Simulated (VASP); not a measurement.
A run of VASP 6.6.1 is set up as follows.

File INCAR:

```
SYSTEM = CdHgS2
  PREC = Accurate
  ENCUT = 520
  EDIFF = 1E-6
  ISMEAR = 0
  SIGMA = 0.01
  LREAL = .FALSE.
  LASPH = .TRUE.
  NELM = 80
  ALGO = Normal
  ISIF = 2
  LWAVE = .FALSE.
  LCHARG = .FALSE.
  GGA = PE
  NBANDS = 26
```

The input KPOINTS:

```
Automatic mesh
0
G
  8 8 6
  0 0 0
```

The input POSCAR:

```
CdHgS2
1.0
    4.2192778294      0.0000000000      0.0000000000
    0.0000000000      4.2192778294      0.0000000000
    0.0000000000      0.0000000000      5.9403673178
Cd Hg S
1 1 2
Direct
    0.0000000000      0.0000000000      0.0000000000
    0.5000000000      0.5000000000      0.5000000000
    0.5000000000      0.0000000000      0.2465115816
    0.0000000000      0.5000000000      0.7534884184
```

Potentials or basis: VASP PAW PBE potentials, release 64 (Cd, Hg, S).

Run with:

```bash
$ cat potpaw_PBE.64/Cd/POTCAR potpaw_PBE.64/Hg/POTCAR potpaw_PBE.64/S/POTCAR > POTCAR
$ mpirun -np 1 vasp_std > vasp.out
```

(1) Estimate the pressure.

(2) Predict the largest force.

(3) Predict the band gap on the k mesh.

Results:

(1) 0.3 GPa.

(2) 0.008 eV/Å.

(3) 0.22 eV, direct.

Caveat: spin-orbit coupling is left out, which moves the levels of the heavy elements.
